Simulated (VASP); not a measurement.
# Sn (Fd-3m) in VASP: notebook, part 2 of 2

VASP 6.6.1. Earlier steps stand in the parts before.

## 3. Single point, PBEsol (35.71 Å³/atom)

This run uses another cell than the first one, of 35.71 Å³/atom.

File INCAR:

```
  PREC = Accurate
  ENCUT = 520
  EDIFF = 1E-6
  ISMEAR = -1
  SIGMA = 0.15
  LREAL = False
  LASPH = True
  NELM = 100
  ALGO = Normal
  ISIF = 2
  LWAVE = False
  LCHARG = True
  GGA = PS
  LELF = True
  LVHAR = True
  NBANDS = 21
```

File KPOINTS:

```
Automatic mesh
0
Gamma
  12 12 12
```

File POSCAR:

```
Sn
1.0
    0.0000000000      3.2931516784      3.2931516784
    3.2931516784      0.0000000000      3.2931516784
    3.2931516784      3.2931516784      0.0000000000
Sn
2
Direct
    0.5000000000      0.5000000000      0.5000000000
    0.7500000000      0.7500000000      0.7500000000
```

Potentials or basis: VASP PAW PBE potentials, release 64 (Sn_d).

On the command line:

```console
cat potpaw_PBE.64/Sn_d/POTCAR > POTCAR
mpirun -np 1 vasp_std > vasp.out
```

OUTCAR:

```text
PREC = Accurate
   ENCUT = 520
   EDIFF = 1E-6
   ISMEAR = -1
   LREAL = False
   LASPH = True
   NELM = 100
   ISIF = 2
   GGA = PS

 ion  position               nearest neighbor table
   1  0.500  0.500  0.500-   2 2.85   2 2.85   2 2.85   2 2.85
   2  0.750  0.750  0.750-   1 2.85   1 2.85   1 2.85   1 2.85

  LATTYP: Found a face centered cubic cell.
 ALAT       =     6.5863033568

  Lattice vectors:

 A1 = (   0.0000000000,   3.2931516784,   3.2931516784)
[... 762 lines left out ...]

------------------------ aborting loop because EDIFF is reached ----------------------------------------

  FORCE on cell =-STRESS in cart. coord.  units (eV):
  Direction    XX          YY          ZZ          XY          YZ          ZX
  --------------------------------------------------------------------------------------
  -------------------------------------------------------------------------------------
  Total       -0.3729794     -0.3729794     -0.3729794      0.0000000      0.0000000      0.0000000
  in kB       -8.3662388     -8.3662388     -8.3662388      0.0000000      0.0000000      0.0000000
  external PRESSURE =      -8.3662388 kB  Pullay stress =       0.0000000 kB

 VOLUME and BASIS-vectors are now :
 -----------------------------------------------------------------------------
  energy-cutoff  :      520.00
  volume of cell :       71.43
      direct lattice vectors                 reciprocal lattice vectors
     0.000000000  3.293151678  3.293151678    -0.151830237  0.151830237  0.151830237
     3.293151678  0.000000000  3.293151678     0.151830237 -0.151830237  0.151830237
     3.293151678  3.293151678  0.000000000     0.151830237  0.151830237 -0.151830237

 POSITION                                       TOTAL-FORCE (eV/Angst)
 -----------------------------------------------------------------------------------
      3.29315      3.29315      3.29315        -0.000000     -0.000000      0.000000
      4.93973      4.93973      4.93973         0.000000      0.000000     -0.000000
 -----------------------------------------------------------------------------------
    total drift:                                0.000000      0.000000      0.000000

  FREE ENERGIE OF THE ION-ELECTRON SYSTEM (eV)
  ---------------------------------------------------
  free  energy   TOTEN  =        -8.4686379662 eV

  energy  without entropy=       -8.4517225657  energy(sigma->0) =       -8.46018027
```

OSZICAR:

```text
N       E                     dE             d eps       ncg     rms          rms(c)
DAV:   1     0.229956849317E+03    0.22996E+03   -0.14799E+04  3034   0.191E+03
DAV:   2     0.169217282586E+02   -0.21304E+03   -0.20844E+03  3034   0.446E+02
DAV:   3    -0.772963746508E+01   -0.24651E+02   -0.24498E+02  3554   0.141E+02
DAV:   4    -0.853319234918E+01   -0.80355E+00   -0.80319E+00  3444   0.287E+01
DAV:   5    -0.856092479755E+01   -0.27732E-01   -0.27732E-01  4417   0.517E+00    0.305E+00
DAV:   6    -0.849778658699E+01    0.63138E-01   -0.38632E-02  4100   0.260E+00    0.173E+00
DAV:   7    -0.846751438046E+01    0.30272E-01   -0.48601E-02  3705   0.244E+00    0.163E-01
DAV:   8    -0.846836573840E+01   -0.85136E-03   -0.68111E-03  3324   0.973E-01    0.506E-02
DAV:   9    -0.846863049889E+01   -0.26476E-03   -0.39721E-04  3855   0.162E-01    0.104E-02
DAV:  10    -0.846863623446E+01   -0.57356E-05   -0.13616E-05  3667   0.278E-02    0.553E-03
DAV:  11    -0.846863804675E+01   -0.18123E-05   -0.28396E-06  2713   0.110E-02    0.481E-04
DAV:  12    -0.846863796620E+01    0.80546E-07   -0.18505E-07  2282   0.583E-03
   1 F= -.84686380E+01 E0= -.84601803E+01  d E =-.169154E-01
```

stdout:

```text
POSCAR found type information on POSCAR Sn
 POSCAR found :  1 types and       2 ions
 scaLAPACK will be used
 -----------------------------------------------------------------------------
|                                                                             |
|                                                                             |
|     You enforced a specific xc type in the INCAR file but a different       |
|     I HOPE YOU KNOW WHAT YOU ARE DOING!                                     |
|                                                                             |
 -----------------------------------------------------------------------------

 LDA part: xc-table for (Slater+PW92), standard interpolation
 POSCAR, INCAR and KPOINTS ok, starting setup
 FFT: planning ... GRIDC
 FFT: planning ... GRID_SOFT
 FFT: planning ... GRID
 WAVECAR not read
 entering main loop
```

It took 35 s on 1 thread of Intel Xeon 6975P-C (Granite Rapids), shared host; peak memory 0.25 GiB.

What came out:

| Item | Value |
| --- | --- |
| Free energy | -8.4686 eV |
| Pressure | -0.8 GPa |
| Band gap on the k mesh | zero (bands 14 and 15 overlap by 0.23 eV) |

Levels at points of the mesh, in eV from the Fermi level:
| k point | band 11 | band 12 | band 13 | band 14 | band 15 | band 16 | band 17 | band 18 |
| --- | --- | --- | --- | --- | --- | --- | --- | --- |
| (0.00, 0.00, 0.00) | -10.37 | -1.02 | 0.06 | 0.06 | 0.06 | 2.12 | 2.12 | 2.12 |
| (0.50, 0.00, 0.00) | -8.83 | -6.19 | -1.08 | -1.08 | -0.17 | 3.17 | 3.17 | 5.53 |
| (0.50, 0.50, 0.00) | -7.41 | -7.41 | -2.35 | -2.35 | 0.78 | 0.78 | 7.40 | 7.40 |

Caveat: the PAW data sets were made with another functional, which shifts forces and pressure a little; spin-orbit coupling is left out, which moves the levels of the heavy elements.

## 4. Relaxation of cell and atoms, PBEsol

File INCAR:

```
PREC = Accurate ; ENCUT = 600
EDIFF = 1E-6 ; ISMEAR = -1
SIGMA = 0.15 ; LREAL = False
LASPH = True ; NELM = 80
ALGO = Fast ; ISIF = 3
LWAVE = False ; LCHARG = False
GGA = PS ; IBRION = 2
NSW = 80 ; EDIFFG = -0.001
```

File KPOINTS:

```
regular mesh
0
Gamma
  12 12 12
```

File POSCAR:

```
Sn
1.0
    0.0000000000      3.2707792813      3.2707792813
    3.2707792813      0.0000000000      3.2707792813
    3.2707792813      3.2707792813      0.0000000000
Sn
2
Direct
    0.5000000000      0.5000000000      0.5000000000
    0.7500000000      0.7500000000      0.7500000000
```

On the command line:

```console
cat potpaw_PBE.64/Sn_d/POTCAR > POTCAR
mpirun -np 1 vasp_std > vasp.out
```

Run time: 89 s. Hardware: 1 thread of Intel Xeon 6975P-C (Granite Rapids), shared host; peak memory 0.3 GiB.

It converged, with:

```
Free energy             : -8.4728 eV
Ionic steps             : 3
Pressure after relaxing : 0.0 GPa
Band gap on the k mesh  : zero (bands 14 and 15 overlap by 0.19 eV)
```

Final structure:
```
Sn
1.0
     0.00000    3.27088    3.27088
     3.27088    0.00000    3.27088
     3.27088    3.27088    0.00000
Sn
2
Direct
  0.50000 0.50000 0.50000
  0.75000 0.75000 0.75000
```

Levels at points of the mesh, in eV from the Fermi level:
| k point | band 11 | band 12 | band 13 | band 14 | band 15 | band 16 | band 17 | band 18 |
| --- | --- | --- | --- | --- | --- | --- | --- | --- |
| (0.00, 0.00, 0.00) | -10.51 | -0.89 | 0.05 | 0.05 | 0.05 | 2.11 | 2.11 | 2.11 |
| (0.50, 0.00, 0.00) | -8.93 | -6.27 | -1.12 | -1.12 | -0.14 | 3.17 | 3.17 | 5.50 |
| (0.50, 0.50, 0.00) | -7.49 | -7.49 | -2.43 | -2.43 | 0.75 | 0.75 | 7.52 | 7.54 |

Caveat: the PAW data sets were made with another functional, which shifts forces and pressure a little; spin-orbit coupling is left out, which moves the levels of the heavy elements.

## 5. Relaxation of cell and atoms, PBEsol, target pressure 22 GPa, at which the enthalpy is minimised

This run uses another cell than the first one, of 29.39 Å³/atom.

File INCAR:

```
SYSTEM = Sn
PREC = Accurate ; ENCUT = 600
EDIFF = 1E-7 ; ISMEAR = -1
SIGMA = 0.15 ; LREAL = .FALSE.
LASPH = .TRUE. ; NELM = 60
ALGO = Fast ; ISIF = 3
LWAVE = .FALSE. ; LCHARG = .FALSE.
GGA = PS ; IBRION = 2
NSW = 80 ; EDIFFG = -0.001
PSTRESS = 220.0
```

File KPOINTS:

```
Automatic mesh
0
G
  12 12 12
  0 0 0
```

File POSCAR:

```
Sn
1.0
    0.0000000000      3.0861821271      3.0861821271
    3.0861821271      0.0000000000      3.0861821271
    3.0861821271      3.0861821271      0.0000000000
Sn
2
Direct
    0.5000000000      0.5000000000      0.5000000000
    0.7500000000      0.7500000000      0.7500000000
```

Potentials or basis: VASP PAW PBE potentials, release 64 (Sn_d).

On the command line:

```console
cat potpaw_PBE.64/Sn_d/POTCAR > POTCAR
mpirun -np 1 vasp_std > vasp.out
```

OUTCAR:

```text
SYSTEM = Sn
   PREC = Accurate
   ENCUT = 600
   EDIFF = 1E-7
   ISMEAR = -1
   LREAL = .FALSE.
   LASPH = .TRUE.
   NELM = 60
   ISIF = 3
   GGA = PS
   IBRION = 2
   NSW = 80
   EDIFFG = -0.001
   PSTRESS = 220.0

 ion  position               nearest neighbor table
   1  0.500  0.500  0.500-   2 2.67   2 2.67   2 2.67   2 2.67
   2  0.750  0.750  0.750-   1 2.67   1 2.67   1 2.67   1 2.67

  LATTYP: Found a face centered cubic cell.
 ALAT       =     6.1723642542

  Lattice vectors:

 A1 = (   0.0000000000,   3.0861821271,   3.0861821271)
 A2 = (   3.0861821271,   0.0000000000,   3.0861821271)
 A3 = (   3.0861821271,   3.0861821271,   0.0000000000)

Analysis of symmetry for initial positions (statically):
=====================================================================
 Subroutine PRICEL returns:
 Original cell was already a primitive cell.

 Routine SETGRP: Setting up the symmetry group for a
 face centered cubic supercell.

 Subroutine GETGRP returns: Found 48 space group operations
 (whereof 24 operations were pure point group operations)
 out of a pool of 48 trial point group operations.

[... 130 lines left out ...]
   EFERMI =   0.00;   METHOD = LEGACY
   ISMEAR =    -1;   SIGMA  =   0.15  broadening in eV -4-tet -1-fermi 0-gaus
   EFERMI_NEDOS =   21; number of points for ismear=-14 and -15
   IALGO  =     68    algorithm
   IMIX   =      4    mixing-type and parameters
     AMIX     =   0.40;   BMIX     =  1.00
     AMIX_MAG =   1.60;   BMIX_MAG =  1.00
  volume/ion in A,a.u.               =      29.39       198.36
  Fermi-wavevector in a.u.,A,eV,Ry     =   1.278486  2.415988 22.239081  1.634526
  Thomas-Fermi vector in A             =   2.411026
   LORBIT       =      0    0 simple, 1 ext, 2 COOP (PROOUT), +10 PAW based schemes
   GGA     = PS    functional components
   LHFCALC =     F    Hartree Fock is set to
   AEXX    =    0.0000 exact exchange contribution
   IVDW    =     0    specifies the selected vdW correction
   LEPSILON=     F    determine dielectric tensor
   LRPA    =     F    only Hartree local field effects (RPA)
 conjugate gradient relaxation of ions
 non-spin polarized calculation
 RMM-DIIS sequential band-by-band and
  energy-cutoff  :      600.00
  volume of cell :       58.79
 maximum number of plane-waves:      1980
   NGX = 17   NGY = 17   NGZ = 17

--------------------------------------- Ionic step        1  -------------------------------------------

 number of electron      28.0000004 magnetization

 Free energy of the ion-electron system (eV)
  ---------------------------------------------------
  ext. energy  EPLUGINS =         0.00000000
  ---------------------------------------------------
  free energy    TOTEN  =        -8.14830451 eV

  energy without entropy =       -8.13790327  energy(sigma->0) =       -8.14310389

 E-fermi :   7.3358     XC(G=0):  -9.7452

 val. band max:        7.3118423743   @ k =   0.0000   0.0000   0.0000
 cond. band min:       7.4914288255   @ k =   0.5000   0.0000   0.0000
 fundamental gap:      0.1795864513
 Fermi energy:         7.3358009115
[... 1320 lines left out ...]
--------------------------------------- Ionic step        9  -------------------------------------------

 number of electron      27.9999996 magnetization

 Free energy of the ion-electron system (eV)
  ---------------------------------------------------
  ext. energy  EPLUGINS =         0.00000000
  ---------------------------------------------------
  free energy    TOTEN  =        -7.58790960 eV

  energy without entropy =       -7.57708212  energy(sigma->0) =       -7.58249586

 E-fermi :   8.6157     XC(G=0): -10.2195

 val. band max:        8.4540382126   @ k =  -0.0833   0.0833   0.0000
 cond. band min:       8.6549585949   @ k =   0.0000   0.0000   0.0000
 fundamental gap:      0.2009203823
 Fermi energy:         8.6156634798
[... 537 lines left out ...]
  energy  without entropy=       -7.5770821175  energy(sigma->0) =       -7.58249586

  enthalpy is  TOTEN    =        -0.2845662490 eV   P V=        7.3033433509

 reached required accuracy - stopping structural energy minimisation
```

OSZICAR:

```text
N       E                     dE             d eps       ncg     rms          rms(c)
DAV:   1     0.220435513688E+03    0.22044E+03   -0.16786E+04  2592   0.260E+03
DAV:   2     0.125033724816E+02   -0.20793E+03   -0.20550E+03  2592   0.477E+02
DAV:   3    -0.765888152284E+01   -0.20162E+02   -0.20013E+02  2892   0.152E+02
[... 95 lines left out ...]
DAV:   1    -0.758791162701E+01   -0.58444E-03   -0.40213E-05  3182   0.119E-01    0.767E-03
RMM:   2    -0.758791021576E+01    0.14112E-05   -0.25132E-06  2842   0.256E-02    0.340E-03
RMM:   3    -0.758790977469E+01    0.44107E-06   -0.12079E-06  2678   0.163E-02    0.531E-04
RMM:   4    -0.758790961242E+01    0.16227E-06   -0.13030E-07  1660   0.360E-03    0.247E-04
RMM:   5    -0.758790959991E+01    0.12509E-07   -0.42554E-08  1556   0.234E-03
   9 F= -.28456625E+00 E0= -.27915251E+00  d E =-.546910E-05
```

CONTCAR:

```text
Sn
   1.00000000000000
     0.0000000000000000    2.9848777006153573    2.9848777006153573
     2.9848777006153573    0.0000000000000000    2.9848777006153573
     2.9848777006153573    2.9848777006153573    0.0000000000000000
  Sn
     2
Direct
     0.5000000000000000    0.5000000000000000    0.5000000000000000
     0.7500000000000000    0.7500000000000000    0.7500000000000000

  0.00000000E+00  0.00000000E+00  0.00000000E+00
  0.00000000E+00  0.00000000E+00  0.00000000E+00
```

It took 4 min on 1 thread of Intel Xeon 6975P-C (Granite Rapids), shared host; peak memory 0.26 GiB.

Results:

| Item | Value |
| --- | --- |
| Free energy | -7.5879 eV |
| Relaxed volume | 26.59 Å³/atom |
| Relaxed cell | a = 4.221 Å, b = 4.221 Å, c = 4.221 Å, α = 60.00°, β = 60.00°, γ = 60.00° |
| Space group after relaxing (to 0.1 Å) | Fd-3m (No. 227) |
| Energy change on relaxing (the run minimises the enthalpy) | +280.2 meV/atom |
| Ionic steps | 9 |
| Pressure after relaxing | 22.0 GPa |

Step by step:
| step | energy change (eV) | largest force (eV/Å) | pressure (GPa) | volume (Å³) |
| --- | --- | --- | --- | --- |
| 1 | 0.0000 | 0.0000 | 10.96 | 58.79 |
| 2 | 3.0220 | 0.0000 | 63.34 | 43.19 |
| 3 | 0.5097 | 0.0000 | 21.09 | 53.56 |
| 4 | 0.5491 | 0.0000 | 21.80 | 53.27 |
| 5 | 0.5637 | 0.0000 | 22.05 | 53.16 |
| 6 | 0.5559 | 0.0000 | 21.94 | 53.22 |
| 7 | 0.5601 | 0.0000 | 21.98 | 53.19 |
| 8 | 0.5610 | 0.0000 | 22.04 | 53.18 |
| 9 | 0.5604 | 0.0000 | 22.00 | 53.19 |

Final structure:
```cif
data_structure
_symmetry_space_group_name_H-M 'P 1'
_symmetry_Int_Tables_number 1
_cell_length_a 4.2213
_cell_length_b 4.2213
_cell_length_c 4.2213
_cell_angle_alpha 60.000
_cell_angle_beta 60.000
_cell_angle_gamma 60.000
_cell_volume 53.19
loop_
_atom_site_label
_atom_site_type_symbol
_atom_site_fract_x
_atom_site_fract_y
_atom_site_fract_z
_atom_site_occupancy
Sn1 Sn 0.50000 0.50000 0.50000 1
Sn2 Sn 0.75000 0.75000 0.75000 1
```

Levels at points of the mesh, in eV from the Fermi level:
| k point | band 11 | band 12 | band 13 | band 14 | band 15 | band 16 | band 17 | band 18 |
| --- | --- | --- | --- | --- | --- | --- | --- | --- |
| (0.00, 0.00, 0.00) | -12.67 | 0.04 | 0.04 | 0.04 | 1.10 | 2.06 | 2.06 | 2.06 |
| (0.50, 0.00, 0.00) | -10.43 | -7.65 | -1.63 | -1.63 | 0.47 | 3.18 | 3.18 | 5.09 |
| (0.50, 0.50, 0.00) | -8.64 | -8.64 | -3.49 | -3.49 | 0.30 | 0.30 | 9.31 | 9.31 |

Caveat: the cell is relaxed towards a set pressure, so the run minimises the enthalpy, not the energy; the PAW data sets were made with another functional, which shifts forces and pressure a little; spin-orbit coupling is left out, which moves the levels of the heavy elements.

## 6. Summary

```tsv
task	cell	cutoff (eV)	gap on the mesh (eV)	pressure (GPa)
single point	a = 4.627 Å, angles 60.0°, 2 atoms	520	none	-0.1
single point	a = 4.657 Å, angles 60.0°, 2 atoms	520	none	-0.8
relaxation of cell and atoms	relaxed from a = 4.626 Å, angles 60.0°, 2 atoms	600	none	0.0
relaxation of cell and atoms	relaxed to 22 GPa from a = 4.365 Å, angles 60.0°, 2 atoms	600	-	22.0
```

Alike in all rows: level PBEsol; potentials or basis VASP PAW PBE potentials, release 64 (Sn_d); no spin polarisation; k mesh 12 × 12 × 12; smearing fermi-dirac 0.15 eV.

Caveats: the PAW data sets were made with another functional, which shifts forces and pressure a little; spin-orbit coupling is left out, which moves the levels of the heavy elements; the cell is relaxed towards a set pressure, so the run minimises the enthalpy, not the energy (at least some runs).

Absolute energies hang on the potentials; compare differences alone.

The gap in the log of VASP goes by the Fermi energy; the results here count the filled bands.